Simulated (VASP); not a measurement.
## RbAl2: single point with PBE

RbAl2:

```xyz
3
Lattice="4.5384 0.0000 0.0000 -2.2692 3.9303 0.0000 0.0000 0.0000 5.9553" Properties=species:S:1:pos:R:3 pbc="T T T"
Rb    0.0000    0.0000    0.0000
Al    0.0000    2.6202    2.9777
Al    2.2692    1.3101    2.9777
```

The cell was built from a structure type or drawn by symmetry, and may not be a known phase.

```yaml
Program: VASP 6.6.1
Task: single point
Functional: PBE
Potentials_or_basis: VASP PAW PBE potentials, release 64 (Rb_sv, Al)
Cutoff: 520 eV
k_mesh: 12 × 12 × 8
Occupations: gaussian, width 0.1 eV
Spin: no spin polarisation
```

The pressure is 0.0 GPa. The band gap on the k mesh is zero (an odd number of electrons rules out a gap without spin polarisation).

Levels at points of the mesh, in eV from the Fermi level:
```
           k point  band 3  band 4  band 5  band 6  band 7  band 8  band 9  band 10  band 11  band 12
(0.00, 0.00, 0.00)  -11.54  -11.54   -6.84   -0.75    0.72    0.72    0.87     2.34     3.69     3.69
(0.50, 0.00, 0.00)  -11.59  -11.50   -5.04   -3.96   -0.27    0.02    1.48     1.94     3.22     3.76
(0.00, 0.00, 0.50)  -11.53  -11.53   -6.56   -2.14    0.84    0.84    2.52     3.24     3.24     3.55
(0.50, 0.00, 0.50)  -11.58  -11.52   -5.13   -3.73   -0.39    0.05    0.43     2.08     4.56     5.00
```

Run time: 85 s on 1 thread of AMD EPYC 9R45 96-Core Processor (Zen 5) (shared host), peak memory 0.29 GiB.
